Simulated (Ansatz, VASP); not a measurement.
## Two plane-wave programs on MgCd2S3

```
Mg Cd S
1.0
     4.00055    0.00000    0.00000
    -2.00027    3.46458    0.00000
     0.00000    0.00000    9.79931
Mg Cd S
1 2 3
Direct
  0.66667 0.33333 0.33333
  0.00000 0.00000 0.00000
  0.33333 0.66667 0.66667
  0.33333 0.66667 0.91667
  0.66667 0.33333 0.58333
  0.00000 0.00000 0.25000
```

Alike in both runs: task single point; functional PBE; k mesh 6 × 6 × 2; occupations gaussian, width 0.1 eV; no spin polarisation.

|  | VASP | Ansatz |
| --- | --- | --- |
| version | VASP 6.6.1 | Ansatz 0.2.0 |
| potentials or method | VASP PAW PBE potentials, release 64 (Mg, Cd, S), cutoff 520 eV | scalar-relativistic, plane waves, PAW |
| valence electrons in the cell | 44 | 68 |

|  | VASP | Ansatz | Ansatz less VASP |
| --- | --- | --- | --- |
| gap on the k mesh at the Fermi level (eV) | 1.80 | 1.79 | -0.008 |
| least direct gap on the mesh (eV) | 1.80 | 1.79 | -0.008 |
| pressure (GPa) | 7.5 | 7.2 | -0.31 |
| traceless stress, the component that is largest in VASP (GPa) | -0.10 | -0.10 | +0.002 |
| rms of the force components (eV/Å) | 0.279 | 0.261 | -0.0185 |

Atom by atom the forces differ by 0.018 eV/Å (rms over components). VASP's potentials hold 44 valence electrons a cell and Ansatz's 68, so a difference there can come from the potentials and not from the codes.
